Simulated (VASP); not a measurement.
The system is Si3Ni.

```xyz
4
Lattice="-1.8286 1.8286 4.0846 1.8286 -1.8286 4.0846 1.8286 1.8286 -4.0846" Properties=species:S:1:pos:R:3 pbc="T T T"
Si    0.0000    0.0000    4.0846
Si    1.8286    0.0000    2.0423
Si    0.0000    1.8286    2.0423
Ni    0.0000    0.0000    0.0000
```

| Quantity | Value |
| --- | --- |
| Program | VASP 6.6.1 |
| Task | relaxation of cell and atoms |
| Functional | PBE |
| Potentials or basis | VASP PAW PBE potentials, release 64 (Si, Ni) |
| Cutoff | 600 eV |
| k mesh | 6 × 6 × 6 |
| Occupations | gaussian, width 0.1 eV |
| Spin | no spin polarisation |

At the start: pressure -3.5 GPa; volume 13.66 Å³/atom.

Task: How do energy, volume and symmetry change on relaxing?

Result: Over 10 steps the energy falls by 71.4 meV/atom and the volume is 12.92 Å³/atom (-5.4 %); space group I4/mmm (No. 139, to 0.1 Å) before and after.

Step by step:
```
step  energy change (eV)  largest force (eV/Å)  pressure (GPa)  volume (Å³)
   1              0.0000                0.0000           -3.52        54.63
   2             -0.0478                0.0000            0.50        52.28
   3             -0.0521                0.0000            2.06        51.48
   4             -0.0981                0.0000            2.49        51.04
   5             -0.2418                0.0000            5.44        49.54
   6             -0.2825                0.0000            1.56        51.00
   7             -0.2840                0.0000            0.82        51.35
   8             -0.2840                0.0000            0.70        51.40
   9             -0.2852                0.0000            0.28        51.54
  10             -0.2857                0.0000           -0.12        51.69
```

Final structure:
```yaml
crystal:
  lattice:
    - [-1.90513, 1.90513, 3.56044]
    - [1.90513, -1.90513, 3.56044]
    - [1.90513, 1.90513, -3.56044]
  atoms:
    - { symbol: Si, position: [0.50000, 0.50000, 0.00000] }
    - { symbol: Si, position: [0.25000, 0.75000, 0.50000] }
    - { symbol: Si, position: [0.75000, 0.25000, 0.50000] }
    - { symbol: Ni, position: [0.00000, 0.00000, 0.00000] }
```
